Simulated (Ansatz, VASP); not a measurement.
# One calculation of TiC, two programs

```
Ti C
1.0
     2.07736    2.07736    0.00000
    -2.07736    2.07736    0.00000
     0.00000    0.00000    4.15472
Ti C
2 2
Direct
  0.00000 0.00000 0.00000
  0.50000 0.50000 0.50000
  0.50000 0.50000 0.00000
  0.00000 0.00000 0.50000
```

Change from the starting cell: equal strain along all axes, cell held, atoms relaxed: -4.0 %.

Alike in both runs: task single point; functional r2SCAN; k mesh 18 × 18 × 12; occupations gaussian, width 0.1 eV; no spin polarisation.

```csv
,VASP,Ansatz
version,VASP 6.6.1,Ansatz 0.2.0
potentials or method,"VASP PAW PBE potentials, release 64 (Ti_sv, C), cutoff 520 eV","scalar-relativistic, plane waves, PAW"
valence electrons in the cell,32,32
```

```csv
,VASP,Ansatz,Ansatz less VASP
gap on the k mesh at the Fermi level (eV),none,none,-
pressure (GPa),42.2,40.9,-1.27
"traceless stress, the component that is largest in VASP (GPa)",-0.05,-0.07,-0.027
```

VASP's potentials were made for PBE, not for r2SCAN. A gap of «none» marks a metal or a gap that the smearing closes. Both programs put the cell under a high pressure, so it lies far from rest at this level. The functional is the same, so the differences come from potentials, cutoffs and numerics.
